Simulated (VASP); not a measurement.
SnSe, 16 atoms in the cell. It takes space group Fm-3m (No. 225, cubic). Conventional cell: a = 6.020 Å, b = 6.020 Å, c = 6.020 Å, α = 90.00°, β = 90.00°, γ = 90.00°. Sn (site symmetry m-3m) has 6 Se at 3.01 Å within 4.0 Å. Within 4.0 Å of Se (site symmetry m-3m) lie 6 Sn at 3.01 Å. 

| Property | Result |
| --- | --- |
| Program | VASP 6.6.1 |
| Task | single point |
| Functional | PBEsol |
| Potentials or basis | VASP PAW PBE potentials, release 64 (Sn_d, Se) |
| Cutoff | 500 eV |
| k mesh | 2 × 2 × 2 |
| Occupations | fermi-dirac, width 0.02 eV |
| Spin | no spin polarisation |
| Dipole correction | no |
| Further INCAR settings | ALGO = Normal; EDIFF = 1e-06; NBANDS = 94 |

Potentials or basis: VASP PAW PBE potentials, release 64 (Sn_d, Se).

Launch:

```console
$ cat potpaw_PBE.64/Sn_d/POTCAR potpaw_PBE.64/Se/POTCAR > POTCAR
$ mpirun -np 1 vasp_std > vasp.out
```

Hardware: 1 thread of AMD EPYC 9R45 96-Core Processor (Zen 5), on a shared host.

**Question.** How long does it take, and how much memory?

**Answer.** It took 2.1 min on 1 thread of AMD EPYC 9R45 96-Core Processor (Zen 5), on a shared host, peak memory 0.55 GiB. Counts: scf iterations 13, k points 3.
